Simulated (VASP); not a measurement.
H10SO4, 15 atoms in the cell. The cell holds an amorphous packing of atoms, 15 atoms: a = 5.451 Å, b = 5.451 Å, c = 5.451 Å, α = 90.00°, β = 90.00°, γ = 90.00°. 

- Program: VASP 6.6.1
- Task: single point
- Functional: r2SCAN
- Potentials or basis: VASP PAW PBE potentials, release 64 (O, H, S)
- Cutoff: 520 eV
- k mesh: 1 × 1 × 1
- Occupations: fermi-dirac, width 0.02 eV
- Spin: no spin polarisation
- Dipole correction: no
- Further INCAR settings: LREAL = Auto; ALGO = Normal; EDIFF = 1e-06; NBANDS = 33

Potentials or basis: VASP PAW PBE potentials, release 64 (O, H, S).

Run with:

```sh
$ cat potpaw_PBE.64/O/POTCAR potpaw_PBE.64/H/POTCAR potpaw_PBE.64/S/POTCAR > POTCAR
$ cp INCAR.step1 INCAR
$ mpirun -np 1 vasp_gam > vasp.out
$ cp INCAR.step2 INCAR
$ mpirun -np 1 vasp_gam > vasp.out
```

Hardware: 1 thread of Intel(R) Xeon(R) 6975P-C (Granite Rapids), on a shared host.

Task: Estimate the wall time of this run.

Result: It took 36 s on 1 thread of Intel(R) Xeon(R) 6975P-C (Granite Rapids) (shared host), peak memory 0.24 GiB. Counts: k points 1.
